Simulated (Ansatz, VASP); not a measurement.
**MnSi in VASP and in Ansatz**

File INCAR:

```
SYSTEM = MnSi
PREC     = Accurate       ! precision mode
ENCUT    = 520            ! plane-wave cutoff, eV
EDIFF    = 1E-6           ! SCF threshold, eV
ISMEAR   = -1             ! smearing method
SIGMA    = 0.1            ! smearing width, eV
LREAL    = .FALSE.        ! projectors in reciprocal space
LASPH    = .TRUE.         ! aspherical terms in the spheres
NELM     = 150            ! most SCF steps
ALGO     = Normal         ! electronic algorithm
ISIF     = 2              ! what is computed and relaxed
LWAVE    = .FALSE.        ! write WAVECAR
LCHARG   = .FALSE.        ! write CHGCAR
ISPIN    = 2              ! spin polarisation
MAGMOM   = 3 0            ! initial moments
LORBIT   = 11             ! projections on sites
LMAXMIX  = 4              ! l up to which the mixer works
NBANDS   = 20             ! bands
```

File KPOINTS:

```
Automatic mesh
0
G
  14 14 14
  0 0 0
```

The input POSCAR:

```
MnSi
1.0
    0.0000000000      2.1502166055      2.1502166055
    2.1502166055      0.0000000000      2.1502166055
    2.1502166055      2.1502166055      0.0000000000
Mn Si
1 1
Direct
    0.0000000000      0.0000000000      0.0000000000
    0.2500000000      0.2500000000      0.2500000000
```

Input for Ansatz:

```yaml
crystal:
  lattice:
    - [0.0, 2.1502166055, 2.1502166055]
    - [2.1502166055, 0.0, 2.1502166055]
    - [2.1502166055, 2.1502166055, 0.0]
  atoms:
    - { symbol: Mn, position: [0.0, 0.0, 0.0], spin: 3.0 }
    - { symbol: Si, position: [0.25, 0.25, 0.25] }
magnetization:
  spin_polarized: true
kpoints:
  mp_grid: { grid: [14, 14, 14] }
scf:
  occupations: { method: fermi_dirac, width: 0.1 }
hamiltonian:
  xc: lda
  pseudopotentials: { kind: all_electron, lapw: { basis_error: 0.0005 } }
output:
  forces: true
  stress: true
  eigenvalues: true
  populations: true
```

Alike in both runs: task single point; functional LDA; k mesh 14 × 14 × 14; occupations fermi-dirac, width 0.1 eV; collinear spin.

```csv
,VASP,Ansatz
version,VASP 6.6.1,Ansatz 0.2.0
potentials or method,"VASP PAW LDA potentials, release 64 (Mn_pv, Si), cutoff 520 eV","all-electron LAPW, scalar-relativistic"
```

```tsv
	VASP	Ansatz	Ansatz less VASP
net moment per atom (μB)	0.35	0.39	+0.043
size of the moment on the site where the two differ most (μB)	0.70	0.72	+0.017
```

LDA's correlation is that of Perdew and Zunger in VASP and of Perdew and Wang (1992) in Ansatz. Site moments also hang on the region over which each program counts them. Ansatz ran all-electron here, and VASP with PAW potentials.
